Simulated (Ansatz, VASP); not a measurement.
**AlFe in VASP and in Ansatz**

```
CELL_PARAMETERS angstrom
2.87000 0.00000 0.00000
0.00000 2.87000 0.00000
0.00000 0.00000 2.87000
ATOMIC_POSITIONS crystal
Fe 0.01207 0.01207 0.01207
Al 0.50000 0.50000 0.50000
```

Alike in both runs: task single point; functional HSE06; k mesh 4 × 4 × 4; occupations fermi-dirac, width 0.1 eV; no spin polarisation.

|  | VASP | Ansatz |
| --- | --- | --- |
| version | VASP 6.6.1 | Ansatz 0.2.0 development build |
| potentials or method | VASP PAW PBE potentials, release 64 (Fe, Al) | plane waves, PAW datasets (generated soft set 1) |
| plane-wave cutoff (eV) | 520 | 420 |
| valence electrons in the cell | 11 | 19 |

Ansatz gave:

| Property | Result |
| --- | --- |
| rms of the force components (eV/Å) | 0.251 |

Question: Which values does VASP return?

Answer: rms of the force components (eV/Å): 0.252.

Atom by atom the forces differ by 0.001 eV/Å (rms over components). VASP's potentials hold 11 valence electrons a cell and Ansatz's 19, so a difference there can come from the potentials and not from the codes. Ansatz's warnings: filled band counts differ across k points, stress exchange threshold loose, stress scf threshold loose.

The k mesh is coarse, so the values compare programs but aren't converged.
